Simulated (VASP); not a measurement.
# TiCo (Pm-3m) in VASP: further runs, part 2 of 2

VASP 6.6.1. Earlier steps stand in the parts before.

**3. Single point, PBE, collinear spin, ferromagnetic start**

Input file INCAR:

```
SYSTEM = TiCo
PREC     = Accurate       ! precision mode
ENCUT    = 520            ! plane-wave cutoff, eV
EDIFF    = 1E-7           ! SCF threshold, eV
ISMEAR   = -1             ! smearing method
SIGMA    = 0.03           ! smearing width, eV
LREAL    = .False.        ! projectors in reciprocal space
LASPH    = .True.         ! aspherical terms in the spheres
NELM     = 150            ! most SCF steps
ALGO     = Normal         ! electronic algorithm
ISIF     = 2              ! what is computed and relaxed
LWAVE    = .False.        ! write WAVECAR
LCHARG   = .False.        ! write CHGCAR
ISPIN    = 2              ! spin polarisation
MAGMOM   = 0 0.97         ! initial moments
LORBIT   = 11             ! projections on sites
NUPDOWN  = 0.97           ! fixed moment
LMAXMIX  = 4              ! l up to which the mixer works
GGA      = PE             ! functional
NBANDS   = 22             ! bands
```

Input file KPOINTS:

```
Automatic mesh
0
Gamma
  13 13 13
  0 0 0
```

Input file POSCAR:

```
TiCo
1.0
    2.9861109900      0.0000000000      0.0000000000
    0.0000000000      2.9861109900      0.0000000000
    0.0000000000      0.0000000000      2.9861109900
Ti Co
1 1
Direct
    0.0000000000      0.0000000000      0.0000000000
    0.5000000000      0.5000000000      0.5000000000
```

Potentials or basis: VASP PAW PBE potentials, release 64 (Ti_sv, Co).

Command:

```
$ cat potpaw_PBE.64/Ti_sv/POTCAR potpaw_PBE.64/Co/POTCAR > POTCAR
$ mpirun -np 1 vasp_std > vasp.out
```

OUTCAR:

```text
SYSTEM = TiCo
   PREC = Accurate
   ENCUT = 520
   EDIFF = 1E-7
   ISMEAR = -1
   LREAL = .False.
   LASPH = .True.
   NELM = 150
   ISIF = 2
   ISPIN = 2
   LORBIT = 11
   NUPDOWN = 0.97
   GGA = PE

 ion  position               nearest neighbor table
   1  0.000  0.000  0.000-   2 2.59   2 2.59   2 2.59   2 2.59   2 2.59   2 2.59   2 2.59   2 2.59

   2  0.500  0.500  0.500-   1 2.59   1 2.59   1 2.59   1 2.59   1 2.59   1 2.59   1 2.59   1 2.59

  LATTYP: Found a simple cubic cell.
 ALAT       =     2.9861109900

  Lattice vectors:

 A1 = (   2.9861109900,   0.0000000000,   0.0000000000)
 A2 = (   0.0000000000,   2.9861109900,   0.0000000000)
 A3 = (   0.0000000000,   0.0000000000,   2.9861109900)

Analysis of symmetry for initial positions (statically):
=====================================================================
 Subroutine PRICEL returns:
 Original cell was already a primitive cell.

 Routine SETGRP: Setting up the symmetry group for a
 simple cubic supercell.

 Subroutine GETGRP returns: Found 48 space group operations
 (whereof 48 operations were pure point group operations)
 out of a pool of 48 trial point group operations.

The static configuration has the point symmetry O_h .

Analysis of symmetry for dynamics (positions and initial velocities):
=====================================================================
 Subroutine PRICEL returns:
 Original cell was already a primitive cell.

 Routine SETGRP: Setting up the symmetry group for a
 simple cubic supercell.

 Subroutine GETGRP returns: Found 48 space group operations
 (whereof 48 operations were pure point group operations)
 out of a pool of 48 trial point group operations.

The dynamic configuration has the point symmetry O_h .

Analysis of structural, dynamic, and magnetic symmetry:
=====================================================================
 Subroutine PRICEL returns:
 Original cell was already a primitive cell.

 Routine SETGRP: Setting up the symmetry group for a
 simple cubic supercell.

 Subroutine GETGRP returns: Found 48 space group operations
 (whereof 48 operations were pure point group operations)
[... 146 lines left out ...]
  free energy    TOTEN  =       -15.67613646 eV

  energy without entropy =      -15.67225818  energy(sigma->0) =      -15.67419732

 E-fermi :   9.7529     XC(G=0): -12.5755

 val. band max:        9.9399617524   @ k =   0.2308   0.0000   0.0000
 cond. band min:       9.8508476027   @ k =   0.3846   0.0769   0.0769
 fundamental gap:     -0.0891141497
 Fermi energy:         9.9441171840

 spin component 1

 k-point     1 :       0.0000    0.0000    0.0000
  band No.  band energies     occupation
      1     -47.2491      1.00000
      2     -23.3413      1.00000
      3     -23.3413      1.00000
      4     -23.3413      1.00000
      5       2.2277      1.00000
      6       5.7222      1.00000
[... 589 lines left out ...]
     21      26.9612      0.00000
     22      29.5602      0.00000

 [... further k-points ...]

 spin component 2

 k-point     1 :       0.0000    0.0000    0.0000
  band No.  band energies     occupation
      1     -47.2087      1.00000
      2     -23.3019      1.00000
      3     -23.3019      1.00000
      4     -23.3019      1.00000
      5       2.2492      1.00000
      6       6.4485      1.00000
[... 589 lines left out ...]
     21      26.9174      0.00000
     22      29.6469      0.00000

 [... further k-points ...]

------------------------ aborting loop because EDIFF is reached ----------------------------------------

  FORCE on cell =-STRESS in cart. coord.  units (eV):
  Direction    XX          YY          ZZ          XY          YZ          ZX
  --------------------------------------------------------------------------------------
  -------------------------------------------------------------------------------------
  Total       -0.0784586     -0.0784586     -0.0784586     -0.0000000     -0.0000000      0.0000000
  in kB       -4.7209938     -4.7209938     -4.7209938     -0.0000000     -0.0000000      0.0000000
  external PRESSURE =      -4.7209938 kB  Pullay stress =       0.0000000 kB

 VOLUME and BASIS-vectors are now :
 -----------------------------------------------------------------------------
  energy-cutoff  :      520.00
  volume of cell :       26.63
      direct lattice vectors                 reciprocal lattice vectors
     2.986110990  0.000000000  0.000000000     0.334883735  0.000000000  0.000000000
     0.000000000  2.986110990  0.000000000     0.000000000  0.334883735  0.000000000
     0.000000000  0.000000000  2.986110990     0.000000000  0.000000000  0.334883735

 POSITION                                       TOTAL-FORCE (eV/Angst)
 -----------------------------------------------------------------------------------
      0.00000      0.00000      0.00000         0.000000      0.000000      0.000000
      1.49306      1.49306      1.49306         0.000000      0.000000      0.000000
 -----------------------------------------------------------------------------------
    total drift:                                0.000000      0.000000     -0.000000

  FREE ENERGIE OF THE ION-ELECTRON SYSTEM (eV)
  ---------------------------------------------------
  free  energy   TOTEN  =       -15.6761364567 eV

  energy  without entropy=      -15.6722581764  energy(sigma->0) =      -15.67419732

 total charge

# of ion       s       p       d       tot
------------------------------------------
    1        2.248   6.180   1.857  10.285
    2        0.526   0.462   7.298   8.286
--------------------------------------------------
tot          2.774   6.643   9.155  18.572

 magnetization (x)

# of ion       s       p       d       tot
------------------------------------------
    1       -0.002  -0.011   0.037   0.024
    2        0.029  -0.002   0.952   0.979
--------------------------------------------------
tot          0.027  -0.012   0.988   1.003
```

OSZICAR:

```text
N       E                     dE             d eps       ncg     rms          rms(c)
DAV:   1     0.165976398755E+03    0.16598E+03   -0.95175E+03  7582   0.119E+03
DAV:   2    -0.734439347192E+01   -0.17332E+03   -0.16461E+03  7548   0.303E+02
DAV:   3    -0.176533526174E+02   -0.10309E+02   -0.10130E+02  9194   0.789E+01
DAV:   4    -0.179345746852E+02   -0.28122E+00   -0.28051E+00  8656   0.119E+01
DAV:   5    -0.179432447186E+02   -0.86700E-02   -0.86695E-02  8894   0.190E+00    0.135E+01
DAV:   6    -0.164811876203E+02    0.14621E+01   -0.91373E+00  8450   0.411E+01    0.902E+00
DAV:   7    -0.173742979817E+02   -0.89311E+00   -0.15548E+01  9032   0.343E+01    0.173E+01
DAV:   8    -0.156513136642E+02    0.17230E+01   -0.88697E+00  8518   0.225E+01    0.194E+00
DAV:   9    -0.156799123831E+02   -0.28599E-01   -0.23148E-01  9952   0.372E+00    0.183E+00
DAV:  10    -0.156825053592E+02   -0.25930E-02   -0.49903E-02  8672   0.204E+00    0.116E+00
DAV:  11    -0.156770739189E+02    0.54314E-02   -0.13003E-02 10206   0.104E+00    0.440E-01
DAV:  12    -0.156763007651E+02    0.77315E-03   -0.14810E-03  9640   0.293E-01    0.260E-01
DAV:  13    -0.156761270474E+02    0.17372E-03   -0.16035E-03  9662   0.244E-01    0.938E-02
DAV:  14    -0.156761327890E+02   -0.57416E-05   -0.36867E-04 10436   0.128E-01    0.246E-02
DAV:  15    -0.156761359075E+02   -0.31185E-05   -0.31048E-05 11150   0.375E-02    0.102E-02
DAV:  16    -0.156761364647E+02   -0.55716E-06   -0.38725E-06  9574   0.178E-02    0.316E-03
DAV:  17    -0.156761364567E+02    0.79804E-08   -0.29696E-07  7376   0.428E-03
   1 F= -.15676136E+02 E0= -.15674197E+02  d E =-.387828E-02  mag=     0.9700
```

Run time: 2.3 min. Hardware: 1 thread of Intel Xeon 8259CL, shared host; peak memory 0.21 GiB.

Results:

```
Free energy                                           : -15.6761 eV
Pressure                                              : -0.5 GPa
Net moment                                            : 0.97 μB per cell
Site moments                                          : Ti +0.02; Co +0.98 μB
Valence electrons inside the program's atomic spheres : Ti 10.29; Co 8.29
```

Caveat: the total moment is fixed, so each spin has its own Fermi level and the state may be an excited one.

**4. Single point, PBE, collinear spin, ferromagnetic start**

Input file INCAR:

```
SYSTEM = TiCo
ALGO = Normal
EDIFF = 1E-7
ENCUT = 520
GGA = PE
ISIF = 2
ISMEAR = -1
ISPIN = 2
LASPH = .TRUE.
LCHARG = .TRUE.
LELF = .TRUE.
LMAXMIX = 4
LORBIT = 11
LREAL = .FALSE.
LVHAR = .TRUE.
LWAVE = .FALSE.
MAGMOM = 0 1.06
NBANDS = 22
NELM = 150
NUPDOWN = 1.06
PREC = Accurate
SIGMA = 0.03
```

Input file KPOINTS:

```
k-points
0
G
  13 13 13
  0 0 0
```

POSCAR is that of step 3.

Command:

```
$ cat potpaw_PBE.64/Ti_sv/POTCAR potpaw_PBE.64/Co/POTCAR > POTCAR
$ mpirun -np 1 vasp_std > vasp.out
```

It took 2.5 min on 1 thread of Intel Xeon 8259CL, shared host; peak memory 0.2 GiB.

The run converged. Its results:

| Property | Result |
| --- | --- |
| Free energy | -15.6636 eV |
| Pressure | -0.3 GPa |
| Net moment | 1.06 μB per cell |
| Site moments | Ti +0.07; Co +1.01 μB |
| Valence electrons inside the program's atomic spheres | Ti 10.29; Co 8.29 |

Caveat: the total moment is fixed, so each spin has its own Fermi level and the state may be an excited one.

**5. The runs side by side**

| fixed moment (μB) | pressure (GPa) | moment (μB) |
| --- | --- | --- |
| 0.75 | -0.8 | 0.75 |
| 0.97 | -0.5 | 0.97 |
| 1.06 | -0.3 | 1.06 |

Alike in all rows: task single point; level PBE; potentials or basis VASP PAW PBE potentials, release 64 (Ti_sv, Co); spin collinear, ferromagnetic start; cell as given; k mesh 13 × 13 × 13; cutoff (eV) 520; smearing fermi-dirac 0.03 eV.

Caveats: the total moment is fixed, so each spin has its own Fermi level and the state may be an excited one.

Total energies depend on the potentials used, so only differences within one code and one set of settings carry meaning.
